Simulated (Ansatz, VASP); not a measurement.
# One calculation of Ti3Al, two programs

```
Ti Al
1.0
     2.76266    0.00000    0.00000
    -1.38133    2.39253    0.00000
     0.00000    0.00000    9.82789
Ti Al
3 1
Cartesian
  1.3813 0.7975 0.0000
  0.0000 1.5950 7.3754
  0.0000 1.5950 2.4525
  1.3813 0.7975 4.9139
```

Alike in both runs: task single point; functional PBE; k mesh 18 × 18 × 6; occupations gaussian, width 0.15 eV; no spin polarisation.

```csv
,VASP,Ansatz
version,VASP 6.6.1,Ansatz 0.2.0
potentials or method,"VASP PAW PBE potentials, release 64 (Ti_sv, Al), cutoff 520 eV","scalar-relativistic, plane waves, PAW"
valence electrons in the cell,39,39
```

```tsv
	VASP	Ansatz	Ansatz less VASP
gap on the k mesh at the Fermi level (eV)	none	none	-
pressure (GPa)	6.0	6.2	+0.24
traceless stress, the component that is largest in VASP (GPa)	-10.80	-10.88	-0.075
rms of the force components (eV/Å)	0.163	0.167	+0.0038
```

Atom by atom the forces differ by 0.004 eV/Å (rms over components). A gap of «none» marks a metal or a gap that the smearing closes.
